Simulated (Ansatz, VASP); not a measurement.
AlB2As3: VASP beside Ansatz

```
CELL_PARAMETERS angstrom
3.63648 0.00000 0.00000
-1.81824 3.14929 0.00000
0.00000 0.00000 17.92933
ATOMIC_POSITIONS crystal
Al 0.33333 0.66667 0.66689
Al 0.66667 0.33333 0.83356
B 0.33333 0.66667 0.00023
B 0.33333 0.66667 0.33356
B 0.66667 0.33333 0.16689
B 0.66667 0.33333 0.50023
As 0.33333 0.66667 0.12511
As 0.33333 0.66667 0.45844
As 0.33333 0.66667 0.79177
As 0.66667 0.33333 0.29177
As 0.66667 0.33333 0.62511
As 0.66667 0.33333 0.95844
```

Alike in both runs: task single point; functional PBE; k mesh 6 × 6 × 1; occupations gaussian, width 0.1 eV; no spin polarisation.

```csv
,VASP,Ansatz
version,VASP 6.6.1,Ansatz 0.2.0
potentials or method,"VASP PAW PBE potentials, release 64 (Al, B, As), cutoff 520 eV","scalar-relativistic, plane waves, PAW"
valence electrons in the cell,48,108
```

Ansatz gave:

* gap on the k mesh at the Fermi level (eV): 0.85
* least direct gap on the mesh (eV): 1.23
* pressure (GPa): 2.3
* traceless stress, the component that is largest in VASP (GPa): 0.71
* rms of the force components (eV/Å): 0.879

Task: Estimate VASP's values.

Result: gap on the k mesh at the Fermi level (eV): 0.85; least direct gap on the mesh (eV): 1.23; pressure (GPa): 2.7; traceless stress, the component that is largest in VASP (GPa): 0.71; rms of the force components (eV/Å): 0.884.

Atom by atom the forces differ by 0.006 eV/Å (rms over components). With one functional, cell and mesh, what is left measures potentials, basis and numerics. VASP's potentials hold 48 valence electrons a cell and Ansatz's 108, so a difference there can come from the potentials and not from the codes.
